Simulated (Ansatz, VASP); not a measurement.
# Rh in VASP and in Ansatz

Contents of INCAR:

```
ALGO = Fast
EDIFF = 1E-6
ENCUT = 520
GGA = PS
ISIF = 2
ISMEAR = 0
LASPH = T
LCHARG = F
LREAL = F
LWAVE = F
NBANDS = 22
NELM = 60
PREC = Accurate
SIGMA = 0.15
```

KPOINTS

```
k-points
0
Gamma
  21 21 12
```

The input POSCAR:

```
Rh
1.0
    2.8129084135      0.0000000000      0.0000000000
   -1.4064542067      2.4360501446      0.0000000000
    0.0000000000      0.0000000000      4.2956343300
Rh
2
Direct
    0.6666666667      0.3333333333      0.7500000000
    0.3333333333      0.6666666667      0.2500000000
```

Input for Ansatz:

```yaml
crystal:
  lattice:
    - [2.8129084135, 0.0, 0.0]
    - [-1.4064542067, 2.4360501446, 0.0]
    - [0.0, 0.0, 4.29563433]
  atoms:
    - { symbol: Rh, position: [0.6666666667, 0.3333333333, 0.75] }
    - { symbol: Rh, position: [0.3333333333, 0.6666666667, 0.25] }
basis:
  ecutwfc: 420
kpoints:
  mp_grid: { grid: [21, 21, 12] }
hamiltonian:
  xc: pbesol
scf:
  occupations: { method: gaussian, width: 0.15 }
output:
  forces: true
  stress: true
  eigenvalues: true
```

Change from the starting cell: strain +0.030 along x and y, -0.030 along z, atoms carried along.

Alike in both runs: task single point; functional PBEsol; k mesh 21 × 21 × 12; occupations gaussian, width 0.15 eV; no spin polarisation.

```csv
,VASP,Ansatz
version,VASP 6.6.1,Ansatz 0.2.0
potentials or method,"VASP PAW PBE potentials, release 64 (Rh_pv), cutoff 520 eV","scalar-relativistic, plane waves, PAW"
valence electrons in the cell,30,34
```

```csv
,VASP,Ansatz,Ansatz less VASP
gap on the k mesh at the Fermi level (eV),none,none,-
pressure (GPa),-18.5,-18.4,+0.06
"traceless stress, the component that is largest in VASP (GPa)",6.66,6.64,-0.018
```

VASP's potentials were made for PBE, not for PBEsol. A gap of «none» marks a metal or a gap that the smearing closes. VASP's potentials hold 30 valence electrons a cell and Ansatz's 34, so a difference there can come from the potentials and not from the codes.
